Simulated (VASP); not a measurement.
# BaTiO3 (R3m) in VASP: further runs

BaTiO3 is run at these levels: PBE; tasks: single point, relaxation of cell and atoms.

Everything below comes from runs of VASP 6.6.1. Logs are shortened: lines on timing, memory, paths and dates and some standing lists are left out, and cuts for length are marked.

## 1. The cell of the first run

It takes space group R3m (No. 160, trigonal). Conventional cell: a = 5.726 Å, b = 5.726 Å, c = 7.070 Å, α = 90.00°, β = 90.00°, γ = 120.00°. Within 3.7 Å of Ba (site symmetry 3m) lie 12 O at 2.78 to 2.98 Å and 8 Ti at 3.43 to 3.64 Å. Within 2.5 Å of Ti (site symmetry 3m) lie 6 O at 1.87 to 2.21 Å. O (site symmetry m) has 2 Ti at 1.87 to 2.21 Å within 2.5 Å.

## 2. Single point, PBE

File INCAR:

```
SYSTEM = BaTiO3
  ALGO = Normal
  EDIFF = 1E-7
  ENCUT = 520
  GGA = PE
  ISIF = 2
  ISMEAR = 0
  LASPH = .TRUE.
  LCHARG = .FALSE.
  LREAL = .FALSE.
  LWAVE = .FALSE.
  NBANDS = 28
  NELM = 60
  PREC = Accurate
  SIGMA = 0.01
```

File KPOINTS:

```
k-points
0
G
  9 9 9
  0 0 0
```

File POSCAR:

```
BaTiO3
1.0
    2.8631729961      1.6530537000      2.3565033098
   -2.8631729961      1.6530537000      2.3565033098
    0.0000000000     -3.3061074001      2.3565033098
Ba Ti O
1 1 3
Direct
   -0.0054045580     -0.0054045580     -0.0054045580
    0.4803536279      0.4803536279      0.4803536279
    0.5112009885      0.5112009885      0.0218489532
    0.0218489532      0.5112009885      0.5112009885
    0.5112009885      0.0218489532      0.5112009885
```

Potentials or basis: VASP PAW PBE potentials, release 64 (Ba_sv, Ti_sv, O).

Launch:

```console
> cat potpaw_PBE.64/Ba_sv/POTCAR potpaw_PBE.64/Ti_sv/POTCAR potpaw_PBE.64/O/POTCAR > POTCAR
> mpirun -np 1 vasp_std > vasp.out
```

OUTCAR:

```text
SYSTEM = BaTiO3
   EDIFF = 1E-7
   ENCUT = 520
   GGA = PE
   ISIF = 2
   ISMEAR = 0
   LASPH = .TRUE.
   LREAL = .FALSE.
   NELM = 60
   PREC = Accurate

 ion  position               nearest neighbor table
   1  0.995  0.995  0.995-   3 2.78   4 2.78   5 2.78   4 2.87   5 2.87   5 2.87   4 2.87   3 2.87
                             3 2.87   3 2.98   4 2.98   5 2.98   2 3.43   2 3.48   2 3.48   2 3.48
   2  0.480  0.480  0.480-   4 1.87   5 1.87   3 1.87   5 2.21   4 2.21   3 2.21   1 3.43   1 3.48
                             1 3.48   1 3.48   1 3.54   1 3.54   1 3.54   1 3.64
   3  0.511  0.511  0.022-   2 1.87   2 2.21   1 2.78   1 2.87   1 2.87   1 2.98
   4  0.022  0.511  0.511-   2 1.87   2 2.21   1 2.78   1 2.87   1 2.87   1 2.98
   5  0.511  0.022  0.511-   2 1.87   2 2.21   1 2.78   1 2.87   1 2.87   1 2.98

  LATTYP: Found a trigonal (rhomboedric) cell.
 ALAT       =     4.0599820184
 COS(alpha) =     0.0053347301

  Lattice vectors:

 A1 = (   2.8631729961,   1.6530537000,   2.3565033098)
 A2 = (  -2.8631729961,   1.6530537000,   2.3565033098)
 A3 = (   0.0000000000,  -3.3061074001,   2.3565033098)

Analysis of symmetry for initial positions (statically):
=====================================================================
 Subroutine PRICEL returns:
 Original cell was already a primitive cell.

 Routine SETGRP: Setting up the symmetry group for a
 trigonal (rhombohedral) supercell.

 Subroutine GETGRP returns: Found  6 space group operations
 (whereof  6 operations were pure point group operations)
 out of a pool of 12 trial point group operations.

The static configuration has the point symmetry C_3v.

Analysis of symmetry for dynamics (positions and initial velocities):
=====================================================================
 Subroutine PRICEL returns:
 Original cell was already a primitive cell.

 Routine SETGRP: Setting up the symmetry group for a
 trigonal (rhombohedral) supercell.

 Subroutine GETGRP returns: Found  6 space group operations
 (whereof  6 operations were pure point group operations)
 out of a pool of 12 trial point group operations.

The dynamic configuration has the point symmetry C_3v.

 Subroutine INISYM returns: Found  6 space group operations
 (whereof  6 operations are pure point group operations),
 and found     1 'primitive' translations

----------------------------------------------------------------------------------------

[... 94 lines left out ...]
   LSORBIT =      F    spin-orbit coupling
   LASPH  =      T    aspherical Exc in radial PAW
   ENCUT  =  520.0 eV  38.22 Ry    6.18 a.u.   7.55  7.55  7.55*2*pi/ulx,y,z
   NELM   =     60;   NELMIN=  2; NELMDL= -5     # of ELM steps
   EDIFF  = 0.1E-06   stopping-criterion for ELM
   LREAL  =      F    real-space projection
   EDIFFG = 0.1E-05   stopping-criterion for IOM
   NSW    =      0    number of steps for IOM
   IBRION =     -1    ionic relax: 0-MD 1-quasi-New 2-CG
   NFREE  =      0    steps in history (QN), initial steepest desc. (CG)
   ISIF   =      2    stress and relaxation
   ISYM   =      2    0-nonsym 1-usesym 2-fastsym
   POTIM  = 0.5000    time-step for ionic-motion
   TEBEG  =    0.0;   TEEND  =   0.0 temperature during run
   PSTRESS=    0.0 pullay stress
   NELECT =      40.0000    total number of electrons
   NUPDOWN=      -1.0000    fix difference up-down
   EMIN   =  10.00;   EMAX   =-10.00  energy-range for DOS
   EFERMI =   0.00;   METHOD = LEGACY
   ISMEAR =     0;   SIGMA  =   0.01  broadening in eV -4-tet -1-fermi 0-gaus
   EFERMI_NEDOS =   21; number of points for ismear=-14 and -15
   IALGO  =     38    algorithm
   IMIX   =      4    mixing-type and parameters
     AMIX     =   0.40;   BMIX     =  1.00
     AMIX_MAG =   1.60;   BMIX_MAG =  1.00
  volume/ion in A,a.u.               =      13.38        90.32
  Fermi-wavevector in a.u.,A,eV,Ry     =   1.379040  2.606008 25.874899  1.901751
  Thomas-Fermi vector in A             =   2.504046
   LORBIT       =      0    0 simple, 1 ext, 2 COOP (PROOUT), +10 PAW based schemes
   GGA     = PE    functional components
   LHFCALC =     F    Hartree Fock is set to
   AEXX    =    0.0000 exact exchange contribution
   IVDW    =     0    specifies the selected vdW correction
   LEPSILON=     F    determine dielectric tensor
   LRPA    =     F    only Hartree local field effects (RPA)
 non-spin polarized calculation
 Gauss-broadening in eV      SIGMA  =   0.01
  energy-cutoff  :      520.00
  volume of cell :       66.92
 maximum number of plane-waves:      1824
 NGX is ok and might be reduce to    30
   NGX = 15   NGY = 15   NGZ = 15

 number of electron      40.0000015 magnetization

 Free energy of the ion-electron system (eV)
  ---------------------------------------------------
  ext. energy  EPLUGINS =         0.00000000
  ---------------------------------------------------
  free energy    TOTEN  =       -40.05480223 eV

  energy without entropy =      -40.05480223  energy(sigma->0) =      -40.05480223

 E-fermi :   3.4470     XC(G=0): -11.0070

 val. band max:        3.3945759945   @ k =   0.4444   0.4444   0.4444
 cond. band min:       6.0078991138   @ k =   0.1111   0.0000   0.0000
 fundamental gap:      2.6133231194
 Fermi energy:         3.4469544288

 k-point     1 :       0.0000    0.0000    0.0000
  band No.  band energies     occupation
      1     -52.8630      2.00000
      2     -29.1188      2.00000
      3     -29.1167      2.00000
      4     -29.1167      2.00000
      5     -21.4702      2.00000
      6     -13.2784      2.00000
[... 733 lines left out ...]
     27      11.3677      0.00000
     28      12.8749      0.00000

 [... further k-points ...]
[... 5 lines left out ...]
  --------------------------------------------------------------------------------------
  -------------------------------------------------------------------------------------
  Total        0.6754881      0.6754881      0.6325307      0.0000000     -0.0000000      0.0000000
  in kB       16.1723972     16.1723972     15.1439210      0.0000000     -0.0000000      0.0000000
  external PRESSURE =      15.8295718 kB  Pullay stress =       0.0000000 kB

 VOLUME and BASIS-vectors are now :
 -----------------------------------------------------------------------------
  energy-cutoff  :      520.00
  volume of cell :       66.92
      direct lattice vectors                 reciprocal lattice vectors
     2.863172996  1.653053700  2.356503310     0.174631432  0.100823504  0.141452521
    -2.863172996  1.653053700  2.356503310    -0.174631432  0.100823504  0.141452521
     0.000000000 -3.306107400  2.356503310     0.000000000 -0.201647008  0.141452521

 POSITION                                       TOTAL-FORCE (eV/Angst)
 -----------------------------------------------------------------------------------
      0.00000     -0.00000      7.03130        -0.000000     -0.000000      0.044393
      0.00000     -0.00000      3.39586        -0.000000     -0.000000      0.089670
      0.00000      1.61785      2.46078        -0.000000      0.033665     -0.044688
     -1.40110     -0.80893      2.46078        -0.029155     -0.016832     -0.044688
      1.40110     -0.80893      2.46078         0.029155     -0.016832     -0.044688
 -----------------------------------------------------------------------------------
    total drift:                                0.000000      0.000005      0.000428

  FREE ENERGIE OF THE ION-ELECTRON SYSTEM (eV)
  ---------------------------------------------------
  free  energy   TOTEN  =       -40.0548022337 eV

  energy  without entropy=      -40.0548022337  energy(sigma->0) =      -40.05480223
```

OSZICAR:

```text
N       E                     dE             d eps       ncg     rms          rms(c)
DAV:   1     0.433700272413E+03    0.43370E+03   -0.20873E+04  4760   0.154E+03
DAV:   2    -0.349639353719E+01   -0.43720E+03   -0.41648E+03  5444   0.426E+02
DAV:   3    -0.484850136926E+02   -0.44989E+02   -0.44583E+02  6636   0.134E+02
DAV:   4    -0.505589189548E+02   -0.20739E+01   -0.20690E+01  7192   0.249E+01
DAV:   5    -0.506220699560E+02   -0.63151E-01   -0.63141E-01  6444   0.336E+00    0.235E+01
DAV:   6    -0.403279108567E+02    0.10294E+02   -0.56826E+01  7312   0.679E+01    0.104E+01
DAV:   7    -0.402685440154E+02    0.59367E-01   -0.12566E+01  6608   0.264E+01    0.726E+00
DAV:   8    -0.400623287434E+02    0.20622E+00   -0.59517E-01  5772   0.713E+00    0.392E+00
DAV:   9    -0.400898816952E+02   -0.27553E-01   -0.47748E-01  7092   0.631E+00    0.181E+00
DAV:  10    -0.400595305773E+02    0.30351E-01   -0.20097E-01  5804   0.439E+00    0.598E-01
DAV:  11    -0.400551046998E+02    0.44259E-02   -0.26090E-02  5840   0.954E-01    0.211E-01
DAV:  12    -0.400550633113E+02    0.41389E-04   -0.44872E-03  6568   0.610E-01    0.141E-01
DAV:  13    -0.400547915130E+02    0.27180E-03   -0.10943E-03  6224   0.339E-01    0.141E-02
DAV:  14    -0.400548029752E+02   -0.11462E-04   -0.50203E-05  6680   0.489E-02    0.988E-03
DAV:  15    -0.400548030226E+02   -0.47381E-07   -0.13384E-05  7264   0.300E-02    0.669E-03
DAV:  16    -0.400548021871E+02    0.83547E-06   -0.26304E-06  5688   0.165E-02    0.126E-03
DAV:  17    -0.400548022337E+02   -0.46584E-07   -0.15790E-07  4760   0.252E-03
   1 F= -.40054802E+02 E0= -.40054802E+02  d E =-.188303E-16
```

It took 2.5 min on 1 thread of Intel Xeon 6975P-C, shared host; peak memory 0.28 GiB.

What came out:

| Quantity | Value |
| --- | --- |
| Free energy | -40.0548 eV |
| Pressure | 1.6 GPa |
| Largest force | 0.090 eV/Å |
| Band gap on the k mesh | 2.61 eV, indirect (least direct gap 3.06 eV) |

Forces in eV/Å, atoms in the order of the input:
```
Ba   0.000  0.000  0.044
Ti   0.000  0.000  0.090
O    0.000  0.034 -0.045
O   -0.029 -0.017 -0.045
O    0.029 -0.017 -0.045
```

Levels at points of the mesh, in eV from the valence-band top:
```
           k point  band 18  band 19  band 20  band 21  band 22  band 23
(0.00, 0.00, 0.00)    -0.66    -0.51    -0.51     2.62     2.62     2.80
```

Caveat: spin-orbit coupling is left out, which moves the levels of the heavy elements. Expect the measured gap to be larger: semilocal functionals such as PBE lack the derivative discontinuity.

(Continued in part 2 of 2.)
